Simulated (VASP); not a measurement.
# Cu8O (Amm2) in VASP: single point with r2SCAN

Aim: the single point of Cu8O with r2SCAN.

Everything below comes from runs of VASP 6.6.1. Logs are shortened: lines on timing, memory, paths and dates and some standing lists are left out, and cuts for length are marked.

### 1 The cell of the first run

The structure is orthorhombic, space group Amm2 (No. 38). The conventional cell has a = 5.363 Å, b = 5.515 Å, c = 7.301 Å, α = 90.00°, β = 90.00°, γ = 90.00°. Cu (site symmetry m) has 1 O at 1.85 Å and 3 Cu at 2.33 to 2.48 Å within 2.5 Å. Cu (site symmetry m) has 12 Cu at 2.52 to 2.79 Å and 2 O at 3.10 Å within 3.3 Å. Cu (site symmetry m) has 12 Cu at 2.52 to 2.84 Å and 3 O at 3.01 to 3.26 Å within 3.3 Å. Within 2.8 Å of Cu (site symmetry m) lie 1 O at 1.90 Å and 9 Cu at 2.32 to 2.76 Å. O (site symmetry mm2) has 4 Cu at 1.85 to 1.90 Å within 2.5 Å.

### 2 Single point, r2SCAN, collinear spin

POSCAR reads:

```
Cu8O
1.0
    5.3633350000      0.0000000000      0.0000000000
    0.0000000000      2.7576360000      3.6502600000
    0.0000000000     -2.7576360000      3.6502600000
Cu O
8 1
Direct
    0.0000000000      0.5698790000      0.1476480000
    0.0000000000      0.1476480000      0.5698790000
    0.5000000000      0.6355650000      0.1288650000
    0.5000000000      0.1288650000      0.6355650000
    0.2649510000      0.6229870000      0.6229870000
    0.7350490000      0.6229870000      0.6229870000
    0.7160910000      0.1426680000      0.1426680000
    0.2839090000      0.1426680000      0.1426680000
    0.0000000000      0.9867330000      0.9867330000
```

INCAR.step1 reads:

```
SYSTEM = Cu8O
ALGO = Normal
EDIFF = 1E-4
ENCUT = 520
GGA = PE
ISMEAR = 0
ISPIN = 2
LASPH = .TRUE.
LCHARG = .FALSE.
LMAXMIX = 4
LREAL = .FALSE.
LWAVE = .TRUE.
MAGMOM = 1 1 1 1 1 1 1 1 0
NBANDS = 61
NELM = 150
PREC = Accurate
SIGMA = 0.1
```

INCAR.step2 reads:

```
SYSTEM = Cu8O
ALGO = Normal
EDIFF = 1E-7
ENCUT = 520
ISIF = 2
ISMEAR = 0
ISPIN = 2
ISTART = 1
LASPH = .TRUE.
LCHARG = .FALSE.
LMAXMIX = 4
LMIXTAU = .TRUE.
LORBIT = 11
LREAL = .FALSE.
LWAVE = .FALSE.
MAGMOM = 1 1 1 1 1 1 1 1 0
METAGGA = R2SCAN
NBANDS = 61
NELM = 150
PREC = Accurate
SIGMA = 0.1
```

KPOINTS reads:

```
k-points
0
G
  4 4 4
  0 0 0
```

Potentials or basis: VASP PAW PBE potentials, release 64 (Cu, O).

Started as:

```console
$ cat potpaw_PBE.64/Cu/POTCAR potpaw_PBE.64/O/POTCAR > POTCAR
$ cp INCAR.step1 INCAR
$ mpirun -np 1 vasp_std > vasp.out
$ cp INCAR.step2 INCAR
$ mpirun -np 1 vasp_std > vasp.out
```

OUTCAR:

```text
SYSTEM = Cu8O
   EDIFF = 1E-7
   ENCUT = 520
   ISIF = 2
   ISMEAR = 0
   ISPIN = 2
   ISTART = 1
   LASPH = .TRUE.
   LORBIT = 11
   LREAL = .FALSE.
   METAGGA = R2SCAN
   NELM = 150
   PREC = Accurate

 ion  position               nearest neighbor table
   1  0.000  0.570  0.148-   9 1.85   2 2.33   8 2.48   7 2.48   6 2.66   5 2.66   3 2.70   3 2.70
                             6 2.74   5 2.74
   2  0.000  0.148  0.570-   9 1.85   1 2.33   8 2.48   7 2.48   6 2.66   5 2.66   4 2.70   4 2.70
                             6 2.74   5 2.74
   3  0.500  0.636  0.129-   7 2.52   8 2.52   5 2.58   6 2.58   7 2.61   8 2.61   5 2.65   6 2.65
                             1 2.70   1 2.70   4 2.72
   4  0.500  0.129  0.636-   7 2.52   8 2.52   5 2.58   6 2.58   7 2.61   8 2.61   5 2.65   6 2.65
                             2 2.70   2 2.70   3 2.72
   5  0.265  0.623  0.623-   6 2.52   4 2.58   3 2.58   3 2.65   4 2.65   2 2.66   1 2.66   2 2.74
                             1 2.74   8 2.76   8 2.76
   6  0.735  0.623  0.623-   5 2.52   4 2.58   3 2.58   3 2.65   4 2.65   2 2.66   1 2.66   2 2.74
                             1 2.74   7 2.76   7 2.76
   7  0.716  0.143  0.143-   9 1.90   8 2.32   1 2.48   2 2.48   3 2.52   4 2.52   4 2.61   3 2.61
                             6 2.76   6 2.76
   8  0.284  0.143  0.143-   9 1.90   7 2.32   1 2.48   2 2.48   3 2.52   4 2.52   4 2.61   3 2.61
                             5 2.76   5 2.76
   9  0.000  0.987  0.987-   1 1.85   2 1.85   7 1.90   8 1.90

  LATTYP: Found a base centered orthorhombic cell.
 ALAT       =     5.5152720000
 B/A-ratio  =     1.3236917418
 C/A-ratio  =     0.9724515853

  Lattice vectors:

 A1 = (   0.0000000000,   2.7576360000,  -3.6502600000)
 A2 = (   0.0000000000,   2.7576360000,   3.6502600000)
 A3 = (   5.3633350000,   0.0000000000,   0.0000000000)

Analysis of symmetry for initial positions (statically):
=====================================================================
 Subroutine PRICEL returns:
 Original cell was already a primitive cell.

 Routine SETGRP: Setting up the symmetry group for a
 base centered orthorhombic supercell.

 Subroutine GETGRP returns: Found  4 space group operations
 (whereof  4 operations were pure point group operations)
 out of a pool of  8 trial point group operations.

The static configuration has the point symmetry C_2v.

Analysis of symmetry for dynamics (positions and initial velocities):
=====================================================================
 Subroutine PRICEL returns:
 Original cell was already a primitive cell.

 Routine SETGRP: Setting up the symmetry group for a
 base centered orthorhombic supercell.

[... 178 lines left out ...]

 E-fermi :   6.6174     XC(G=0): -13.1454

 val. band max:        6.5967988331   @ k =   0.2500   0.5000   0.5000
 cond. band min:       6.6343859073   @ k =   0.2500   0.5000   0.5000
 fundamental gap:      0.0375870743
 Fermi energy:         6.6174147947

 spin component 1

 k-point     1 :       0.0000    0.0000    0.0000
  band No.  band energies     occupation
      1     -14.1943      1.00000
      2      -1.7134      1.00000
      3      -0.1684      1.00000
      4      -0.1465      1.00000
      5      -0.1390      1.00000
      6       1.8809      1.00000
[... 1291 lines left out ...]
     58      17.0298      0.00000
     59      17.1828      0.00000
 Fermi energy:         6.6174147947

 spin component 2

 k-point     1 :       0.0000    0.0000    0.0000
  band No.  band energies     occupation
      1     -14.1943      1.00000
      2      -1.7134      1.00000
      3      -0.1684      1.00000
      4      -0.1465      1.00000
      5      -0.1390      1.00000
      6       1.8809      1.00000
[... 1291 lines left out ...]
     58      17.0298      0.00000
     59      17.1828      0.00000
 [bands above 59 left out]

------------------------ aborting loop because EDIFF is reached ----------------------------------------

  FORCE on cell =-STRESS in cart. coord.  units (eV):
  Direction    XX          YY          ZZ          XY          YZ          ZX
  --------------------------------------------------------------------------------------
  -------------------------------------------------------------------------------------
  Total       -1.1643375     -0.9129122     -1.8054002      0.0000000      0.0000000      0.0000000
  in kB      -17.2768201    -13.5460889    -26.7891172      0.0000000      0.0000000      0.0000000
  external PRESSURE =     -19.2040088 kB  Pullay stress =       0.0000000 kB

 VOLUME and BASIS-vectors are now :
 -----------------------------------------------------------------------------
  energy-cutoff  :      520.00
  volume of cell :      107.98
      direct lattice vectors                 reciprocal lattice vectors
     5.363335000  0.000000000  0.000000000     0.186451154  0.000000000  0.000000000
     0.000000000  2.757636000  3.650260000     0.000000000  0.181314720  0.136976544
     0.000000000 -2.757636000  3.650260000     0.000000000 -0.181314720  0.136976544

 POSITION                                       TOTAL-FORCE (eV/Angst)
 -----------------------------------------------------------------------------------
      0.00000      1.16436      2.61916         0.000000     -0.218620      0.165217
      0.00000     -1.16436      2.61916         0.000000      0.218620      0.165217
      2.68167      1.39729      2.79037         0.000000     -0.025751     -0.086762
      2.68167     -1.39729      2.79037         0.000000      0.025751     -0.086762
      1.42102      0.00000      4.54813         0.003479      0.000000      0.026433
      3.94231      0.00000      4.54813        -0.003479      0.000000      0.026433
      3.84064      0.00000      1.04155         0.052330      0.000000     -0.009650
      1.52270      0.00000      1.04155        -0.052330      0.000000     -0.009650
      0.00000      0.00000      7.20366         0.000000      0.000000     -0.190477
 -----------------------------------------------------------------------------------
    total drift:                               -0.000000     -0.000000      0.009178

  FREE ENERGIE OF THE ION-ELECTRON SYSTEM (eV)
  ---------------------------------------------------
  free  energy   TOTEN  =       -92.2923959380 eV

  energy  without entropy=      -92.2837972348  energy(sigma->0) =      -92.28809659

 total charge

# of ion       s       p       d       tot
------------------------------------------
    1        0.465   0.413   9.202  10.080
    2        0.465   0.413   9.202  10.080
    3        0.430   0.332   9.213   9.975
    4        0.430   0.332   9.213   9.975
    5        0.426   0.293   9.222   9.941
    6        0.426   0.293   9.222   9.941
    7        0.457   0.431   9.191  10.079
    8        0.457   0.431   9.191  10.079
    9        1.585   3.456   0.000   5.041
--------------------------------------------------
tot          5.138   6.395  73.656  85.189

 magnetization (x)

# of ion       s       p       d       tot
------------------------------------------
    1       -0.000  -0.000   0.000   0.000
    2       -0.000  -0.000   0.000   0.000
    3       -0.000  -0.000   0.000  -0.000
    4       -0.000  -0.000   0.000  -0.000
    5       -0.000  -0.000   0.000   0.000
    6       -0.000  -0.000   0.000   0.000
    7       -0.000  -0.000   0.000  -0.000
    8       -0.000  -0.000   0.000  -0.000
    9       -0.000  -0.000   0.000  -0.000
--------------------------------------------------
tot         -0.000  -0.000   0.000  -0.000
```

OUTCAR.step1:

```text
SYSTEM = Cu8O
   EDIFF = 1E-4
   ENCUT = 520
   GGA = PE
   ISMEAR = 0
   ISPIN = 2
[... 2879 lines left out ...]
      3.94231      0.00000      4.54813         0.069137      0.000000      0.055211
      3.84064      0.00000      1.04155         0.024187      0.000000      0.004143
      1.52270      0.00000      1.04155        -0.024187      0.000000      0.004143
      0.00000      0.00000      7.20366         0.000000      0.000000     -0.145834
 -----------------------------------------------------------------------------------
    total drift:                               -0.000000     -0.000000     -0.003544

  FREE ENERGIE OF THE ION-ELECTRON SYSTEM (eV)
  ---------------------------------------------------
  free  energy   TOTEN  =       -34.3909945608 eV

  energy  without entropy=      -34.3819531049  energy(sigma->0) =      -34.38647383
```

OSZICAR.step1:

```text
N       E                     dE             d eps       ncg     rms          rms(c)
DAV:   1     0.929545784380E+03    0.92955E+03   -0.39174E+04  5124   0.268E+03
DAV:   2     0.124823068057E+03   -0.80472E+03   -0.76751E+03  5124   0.512E+02
DAV:   3    -0.292923153755E+02   -0.15412E+03   -0.14028E+03  5516   0.247E+02
DAV:   4    -0.419628783263E+02   -0.12671E+02   -0.12168E+02  7268   0.849E+01
DAV:   5    -0.421747567081E+02   -0.21188E+00   -0.21136E+00  7056   0.117E+01    0.279E+01
DAV:   6    -0.394059853722E+02    0.27688E+01   -0.82433E+01  6483   0.144E+02    0.166E+01
DAV:   7    -0.342247445982E+02    0.51812E+01   -0.20241E+01  6004   0.843E+01    0.260E+00
DAV:   8    -0.344467216461E+02   -0.22198E+00   -0.36300E+00  6555   0.256E+01    0.209E+00
DAV:   9    -0.344331426726E+02    0.13579E-01   -0.49444E-01  6497   0.227E+01    0.175E+00
DAV:  10    -0.343977786285E+02    0.35364E-01   -0.11123E-01  7985   0.984E+00    0.748E-01
DAV:  11    -0.343929277130E+02    0.48509E-02   -0.35679E-02  8368   0.407E+00    0.379E-01
DAV:  12    -0.343913285411E+02    0.15992E-02   -0.14104E-02  6091   0.444E+00    0.196E-01
DAV:  13    -0.343909274258E+02    0.40112E-03   -0.38864E-03  6710   0.176E+00    0.639E-02
DAV:  14    -0.343910046811E+02   -0.77255E-04   -0.13149E-03  7044   0.707E-01    0.583E-02
DAV:  15    -0.343909945608E+02    0.10120E-04   -0.26052E-04  3911   0.434E-01
   1 F= -.34390995E+02 E0= -.34386474E+02  d E =-.904146E-02  mag=     0.0014
```

It took 31 min on 1 thread of Oxide Virtual Turin-like, shared host; peak memory 0.37 GiB.

What came out:

| Item | Value |
| --- | --- |
| Free energy | -92.2924 eV |
| Pressure | -1.9 GPa |
| Largest force | 0.274 eV/Å |
| Band gap on the k mesh | zero (filled and empty bands overlap) |
| Net moment | 0.00 μB per cell |
| Valence electrons inside the program's atomic spheres | Cu 10.08, 9.97, 9.94 (each value once); O 5.04 |

Forces in eV/Å, atoms in the order of the input:
```
Cu   0.000 -0.219  0.165
Cu   0.000  0.219  0.165
Cu   0.000 -0.026 -0.087
Cu   0.000  0.026 -0.087
Cu   0.003  0.000  0.026
Cu  -0.003  0.000  0.026
Cu   0.052  0.000 -0.010
Cu  -0.052  0.000 -0.010
O    0.000  0.000 -0.190
```

Levels at points of the mesh, in eV from the Fermi level:
Spin up:
| k point | band 44 | band 45 | band 46 | band 47 | band 48 | band 49 | band 50 | band 51 |
| --- | --- | --- | --- | --- | --- | --- | --- | --- |
| (0.00, 0.00, 0.00) | -1.44 | -1.20 | -0.71 | -0.21 | 0.85 | 0.89 | 2.55 | 3.88 |
| (0.50, 0.00, 0.00) | -1.57 | -0.99 | -0.98 | 1.41 | 1.85 | 2.44 | 3.54 | 3.56 |
| (0.00, 0.50, 0.00) | -1.35 | -1.13 | -0.87 | 0.41 | 0.52 | 1.20 | 2.03 | 2.30 |
| (0.50, 0.50, 0.00) | -1.57 | -1.30 | -0.88 | -0.33 | 0.04 | 2.33 | 2.68 | 4.09 |
| (0.00, 0.50, 0.50) | -1.45 | -1.43 | -1.29 | -0.50 | 0.44 | 0.68 | 0.89 | 1.34 |
| (0.50, 0.50, 0.50) | -1.57 | -1.51 | -1.28 | -0.50 | -0.37 | 0.08 | 0.36 | 2.30 |
Spin down:
```csv
k point,band 44,band 45,band 46,band 47,band 48,band 49,band 50,band 51
"(0.00, 0.00, 0.00)",-1.44,-1.20,-0.71,-0.21,0.85,0.89,2.55,3.88
"(0.50, 0.00, 0.00)",-1.57,-0.99,-0.98,1.41,1.85,2.44,3.54,3.56
"(0.00, 0.50, 0.00)",-1.35,-1.13,-0.87,0.41,0.52,1.20,2.03,2.30
"(0.50, 0.50, 0.00)",-1.57,-1.30,-0.88,-0.33,0.04,2.33,2.68,4.09
"(0.00, 0.50, 0.50)",-1.45,-1.43,-1.29,-0.50,0.44,0.68,0.89,1.34
"(0.50, 0.50, 0.50)",-1.57,-1.51,-1.28,-0.50,-0.37,0.08,0.36,2.30
```

Caveat: the PAW data sets were made with another functional, which shifts forces and pressure a little.

The gap in the log of VASP goes by the Fermi energy; the results here count the filled bands.